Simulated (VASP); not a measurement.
# Sr (P6/mmm) in VASP: settings compared

Sr is run at these levels: PBE, LDA; tasks: single point.

Everything below comes from runs of VASP 6.6.1. Logs are shortened: lines on timing, memory, paths and dates and some standing lists are left out, and cuts for length are marked.

## Step 1: The cell of the first run

The structure is hexagonal, space group P6/mmm (No. 191). Conventional cell: a = 11.335 Å, b = 11.335 Å, c = 4.561 Å, α = 90.00°, β = 90.00°, γ = 120.00°.

## Step 2: Single point, PBE (functional PBE, strained)

The input, INCAR:

```
  PREC = Accurate
  ENCUT = 520
  EDIFF = 1E-6
  ISMEAR = 0
  SIGMA = 0.05
  LREAL = F
  LASPH = T
  NELM = 100
  ALGO = Normal
  ISIF = 2
  LWAVE = F
  LCHARG = F
  GGA = PE
  NBANDS = 11
```

The input, KPOINTS:

```
regular mesh
0
Gamma
  6 6 8
```

The input, POSCAR:

```
Sr
1.0
   11.3349489490      0.0000000000      0.0000000000
   -5.6674744745      9.8163537404      0.0000000000
    0.0000000000      0.0000000000      4.5608632575
Sr
1
Direct
    0.0000000000      0.0000000000      0.0000000000
```

Potentials or basis: VASP PAW PBE potentials, release 64 (Sr_sv).

Command:

```console
$ cat potpaw_PBE.64/Sr_sv/POTCAR > POTCAR
$ mpirun -np 1 vasp_std > vasp.out
```

OUTCAR:

```text
PREC = Accurate
   ENCUT = 520
   EDIFF = 1E-6
   ISMEAR = 0
   LREAL = F
   LASPH = T
   NELM = 100
   ISIF = 2
   GGA = PE

 ion  position               nearest neighbor table
   1  0.000  0.000  0.000-

  LATTYP: Found a hexagonal cell.
 ALAT       =    11.3349489490
 C/A-ratio  =     0.4023717511

  Lattice vectors:

 A1 = (  11.3349489490,   0.0000000000,   0.0000000000)
 A2 = (  -5.6674744745,   9.8163537404,   0.0000000000)
 A3 = (   0.0000000000,   0.0000000000,   4.5608632575)

Analysis of symmetry for initial positions (statically):
=====================================================================
 Subroutine PRICEL returns:
 Original cell was already a primitive cell.

 Routine SETGRP: Setting up the symmetry group for a
 hexagonal supercell.

 Subroutine GETGRP returns: Found 24 space group operations
 (whereof 24 operations were pure point group operations)
 out of a pool of 24 trial point group operations.

The static configuration has the point symmetry D_6h.

Analysis of symmetry for dynamics (positions and initial velocities):
=====================================================================
 Subroutine PRICEL returns:
 Original cell was already a primitive cell.

 Routine SETGRP: Setting up the symmetry group for a
 hexagonal supercell.

 Subroutine GETGRP returns: Found 24 space group operations
 (whereof 24 operations were pure point group operations)
 out of a pool of 24 trial point group operations.

The dynamic configuration has the point symmetry D_6h.

 Subroutine INISYM returns: Found 24 space group operations
 (whereof 24 operations are pure point group operations),
 and found     1 'primitive' translations

----------------------------------------------------------------------------------------

                                     Primitive cell

  volume of cell :     507.4775

  direct lattice vectors                    reciprocal lattice vectors
    11.334948949  0.000000000  0.000000000     0.088222718  0.050935410  0.000000000
    -5.667474474  9.816353740  0.000000000     0.000000000  0.101870819  0.000000000
     0.000000000  0.000000000  4.560863258     0.000000000  0.000000000  0.219256738

  length of vectors
    11.334948949 11.334948949  4.560863258     0.101870819  0.101870819  0.219256738

  position of ions in fractional coordinates (direct lattice)
     0.000000000  0.000000000  0.000000000

[... 74 lines left out ...]
   NELM   =    100;   NELMIN=  2; NELMDL= -5     # of ELM steps
   EDIFF  = 0.1E-05   stopping-criterion for ELM
   LREAL  =      F    real-space projection
   EDIFFG = 0.1E-04   stopping-criterion for IOM
   NSW    =      0    number of steps for IOM
   IBRION =     -1    ionic relax: 0-MD 1-quasi-New 2-CG
   NFREE  =      0    steps in history (QN), initial steepest desc. (CG)
   ISIF   =      2    stress and relaxation
   ISYM   =      2    0-nonsym 1-usesym 2-fastsym
   POTIM  = 0.5000    time-step for ionic-motion
   TEBEG  =    0.0;   TEEND  =   0.0 temperature during run
   PSTRESS=    0.0 pullay stress
   NELECT =      10.0000    total number of electrons
   NUPDOWN=      -1.0000    fix difference up-down
   EMIN   =  10.00;   EMAX   =-10.00  energy-range for DOS
   EFERMI =   0.00;   METHOD = LEGACY
   ISMEAR =     0;   SIGMA  =   0.05  broadening in eV -4-tet -1-fermi 0-gaus
   EFERMI_NEDOS =   21; number of points for ismear=-14 and -15
   IALGO  =     38    algorithm
   IMIX   =      4    mixing-type and parameters
     AMIX     =   0.40;   BMIX     =  1.00
     AMIX_MAG =   1.60;   BMIX_MAG =  1.00
  volume/ion in A,a.u.               =     507.48      3424.63
  Fermi-wavevector in a.u.,A,eV,Ry     =   0.442184  0.835606  2.660296  0.195526
  Thomas-Fermi vector in A             =   1.417931
   LORBIT       =      0    0 simple, 1 ext, 2 COOP (PROOUT), +10 PAW based schemes
   GGA     = PE    functional components
   LHFCALC =     F    Hartree Fock is set to
   AEXX    =    0.0000 exact exchange contribution
   IVDW    =     0    specifies the selected vdW correction
   LEPSILON=     F    determine dielectric tensor
   LRPA    =     F    only Hartree local field effects (RPA)
 non-spin polarized calculation
 Gauss-broadening in eV      SIGMA  =   0.05
  energy-cutoff  :      520.00
  volume of cell :      507.48
 maximum number of plane-waves:     13731
   NGX = 43   NGY = 43   NGZ = 17

 number of electron      10.0000000 magnetization

 Free energy of the ion-electron system (eV)
  ---------------------------------------------------
  ext. energy  EPLUGINS =         0.00000000
  ---------------------------------------------------
  free energy    TOTEN  =        -0.26047117 eV

  energy without entropy =       -0.26047117  energy(sigma->0) =       -0.26047117

 E-fermi :  -1.6187     XC(G=0):  -2.0854

 val. band max:       -1.8069723793   @ k =   0.3333   0.3333   0.5000
 cond. band min:      -1.4326615145   @ k =   0.0000   0.0000   0.5000
 fundamental gap:      0.3743108649
 Fermi energy:        -1.6186825010

 k-point     1 :       0.0000    0.0000    0.0000
  band No.  band energies     occupation
      1     -40.0064      2.00000
      2     -21.9725      2.00000
      3     -21.9725      2.00000
      4     -21.8409      2.00000
      5      -3.6920      2.00000
      6      -1.1047      0.00000
      7      -1.0905      0.00000
      8      -1.0905      0.00000
      9      -0.7423      0.00000
     10      -0.7423      0.00000
     11       0.3148      0.00000
[... 309 lines left out ...]
 k-point    24 :       0.3333    0.0000    0.3750
  band No.  band energies     occupation
      1     -40.0050      2.00000
      2     -21.9690      2.00000
      3     -21.9690      2.00000
      4     -21.8802      2.00000
      5      -2.4256      2.00000
      6      -1.1416      0.00000
      7      -1.1298      0.00000
      8      -0.9594      0.00000
      9      -0.3588      0.00000
     10      -0.3456      0.00000
     11       0.2985      0.00000

 [... further k-points ...]
[... 5 lines left out ...]
  --------------------------------------------------------------------------------------
  -------------------------------------------------------------------------------------
  Total       -0.0047416     -0.0047416     -0.0273134      0.0000000      0.0000000      0.0000000
  in kB       -0.0149700     -0.0149700     -0.0862324      0.0000000      0.0000000      0.0000000
  external PRESSURE =      -0.0387241 kB  Pullay stress =       0.0000000 kB

 VOLUME and BASIS-vectors are now :
 -----------------------------------------------------------------------------
  energy-cutoff  :      520.00
  volume of cell :      507.48
      direct lattice vectors                 reciprocal lattice vectors
    11.334948949  0.000000000  0.000000000     0.088222718  0.050935410  0.000000000
    -5.667474474  9.816353740  0.000000000     0.000000000  0.101870819  0.000000000
     0.000000000  0.000000000  4.560863258     0.000000000  0.000000000  0.219256738

 POSITION                                       TOTAL-FORCE (eV/Angst)
 -----------------------------------------------------------------------------------
      0.00000      0.00000      0.00000         0.000000      0.000000      0.000000
 -----------------------------------------------------------------------------------
    total drift:                               -0.000000     -0.000000      0.000000

  FREE ENERGIE OF THE ION-ELECTRON SYSTEM (eV)
  ---------------------------------------------------
  free  energy   TOTEN  =        -0.2604711723 eV

  energy  without entropy=       -0.2604711692  energy(sigma->0) =       -0.26047117
```

OSZICAR:

```text
N       E                     dE             d eps       ncg     rms          rms(c)
DAV:   1     0.197592432387E+02    0.19759E+02   -0.34600E+03  1186   0.549E+02
DAV:   2     0.126629330846E+01   -0.18493E+02   -0.17990E+02   971   0.883E+01
DAV:   3    -0.151198464568E+00   -0.14175E+01   -0.13592E+01  1293   0.149E+01
DAV:   4    -0.275117776958E+00   -0.12392E+00   -0.12351E+00  1192   0.291E+00
DAV:   5    -0.277127350677E+00   -0.20096E-02   -0.20087E-02  1290   0.364E-01    0.501E+00
DAV:   6    -0.268132403122E+00    0.89949E-02   -0.98786E-03  1181   0.473E-01    0.277E+00
DAV:   7    -0.260438494064E+00    0.76939E-02   -0.22401E-02  1133   0.609E-01    0.169E-01
DAV:   8    -0.260089454011E+00    0.34904E-03   -0.13638E-03  1277   0.128E-01    0.432E-02
DAV:   9    -0.259954155590E+00    0.13530E-03   -0.44530E-04  1213   0.609E-02    0.458E-02
DAV:  10    -0.260134435999E+00   -0.18028E-03   -0.32843E-04  1065   0.512E-02    0.291E-02
DAV:  11    -0.260368800203E+00   -0.23436E-03   -0.11685E-04   870   0.471E-02    0.431E-02
DAV:  12    -0.260440818639E+00   -0.72018E-04   -0.36230E-05   910   0.312E-02    0.999E-03
DAV:  13    -0.260466233911E+00   -0.25415E-04   -0.13609E-05   854   0.197E-02    0.188E-03
DAV:  14    -0.260471024237E+00   -0.47903E-05   -0.52237E-06   921   0.111E-02    0.227E-03
DAV:  15    -0.260471172253E+00   -0.14802E-06   -0.42732E-07  1172   0.298E-03
   1 F= -.26047117E+00 E0= -.26047117E+00  d E =-.301011E-08
```

stdout:

```text
POSCAR found type information on POSCAR Sr
 POSCAR found :  1 types and       1 ions
 scaLAPACK will be used
 LDA part: xc-table for (Slater+PW92), standard interpolation
 POSCAR, INCAR and KPOINTS ok, starting setup
 FFT: planning ... GRIDC
 FFT: planning ... GRID_SOFT
 FFT: planning ... GRID
 WAVECAR not read
 entering main loop
```

Run time: 1.9 min. Hardware: 1 thread of Intel Xeon 6975P-C (Granite Rapids), shared host; peak memory 0.62 GiB.

Results:

```
Free energy            : -0.2605 eV
Pressure               : 0.0 GPa
Band gap on the k mesh : 0.37 eV, indirect (least direct gap 0.38 eV)
```

Caveat: the cell differs from its parent crystal (functional PBE, strained).

## Step 3: Single point, LDA (functional LDA, strained)

The input, INCAR:

```
SYSTEM = Sr
  PREC = Accurate
  ENCUT = 520
  EDIFF = 1E-6
  ISMEAR = 0
  SIGMA = 0.05
  LREAL = .FALSE.
  LASPH = .TRUE.
  NELM = 100
  ALGO = Normal
  ISIF = 2
  LWAVE = .FALSE.
  LCHARG = .FALSE.
  NBANDS = 11
```

The input, KPOINTS:

```
Automatic mesh
0
G
  6 6 8
  0 0 0
```

The input, POSCAR:

```
Sr
1.0
   11.1465110951      0.0000000000      0.0000000000
   -5.5732555476      9.6531617719      0.0000000000
    0.0000000000      0.0000000000      4.4850411882
Sr
1
Direct
    0.0000000000      0.0000000000      0.0000000000
```

Potentials or basis: VASP PAW LDA potentials, release 64 (Sr_sv).

Command:

```console
$ cat potpaw_LDA.64/Sr_sv/POTCAR > POTCAR
$ mpirun -np 1 vasp_std > vasp.out
```

Wall time 98 s (1 thread of Intel Xeon 6975P-C (Granite Rapids), shared host); peak memory 0.52 GiB.

The run converged. Its results:

```yaml
Free_energy: -0.2890 eV
Pressure: 0.0 GPa
Band_gap_on_the_k_mesh: 0.47 eV, indirect (least direct gap 0.48 eV)
```

Levels at points of the mesh, in eV from the valence-band top:
```tsv
k point	band 2	band 3	band 4	band 5	band 6	band 7	band 8	band 9
(0.00, 0.00, 0.00)	-20.06	-20.06	-19.94	-1.93	0.65	0.76	0.76	1.03
(0.50, 0.00, 0.00)	-20.06	-20.06	-19.94	-1.92	0.60	0.70	0.72	1.03
(0.00, 0.00, 0.50)	-20.06	-20.06	-19.99	-0.01	0.47	0.60	0.60	1.51
(0.50, 0.00, 0.50)	-20.06	-20.06	-19.99	0.00	0.47	0.59	0.60	1.51
```

Caveat: the cell differs from its parent crystal (functional LDA, strained). A k mesh can miss the band edges.
